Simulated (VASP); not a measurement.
A run of VASP 6.6.1 is set up as follows.

The input INCAR:

```
SYSTEM = W
ALGO = Fast
EDIFF = 1E-6
ENCUT = 520
GGA = PE
ISIF = 2
ISMEAR = 0
LASPH = .TRUE.
LCHARG = .FALSE.
LREAL = .FALSE.
LWAVE = .FALSE.
NBANDS = 13
NELM = 80
PREC = Accurate
SIGMA = 0.15
```

KPOINTS

```
k-points
0
G
  24 24 24
  0 0 0
```

Contents of POSCAR:

```
W
1.0
   -1.6191835413      1.6191835413      1.5544161996
    1.6191835413     -1.6191835413      1.5544161996
    1.6191835413      1.6191835413     -1.5544161996
W
1
Direct
    0.0000000000      0.0000000000      0.0000000000
```

Potentials or basis: VASP PAW PBE potentials, release 64 (W_sv).

The run is started by

```console
$ cat potpaw_PBE.64/W_sv/POTCAR > POTCAR
$ mpirun -np 1 vasp_std > vasp.out
```

**Question.** Predict the band gap on the k mesh.

**Answer.** Zero (band 7 reaches 15.96 eV, above the bottom of band 8 at 9.91 eV).

**Question.** Predict the pressure.

**Answer.** -2.4 GPa.

Stress tensor (GPa, compression positive):
```
-6.84  0.00  0.00
 0.00 -6.84  0.00
 0.00  0.00  6.57
```

Caveat: spin-orbit coupling is left out, which moves the levels of the heavy elements.
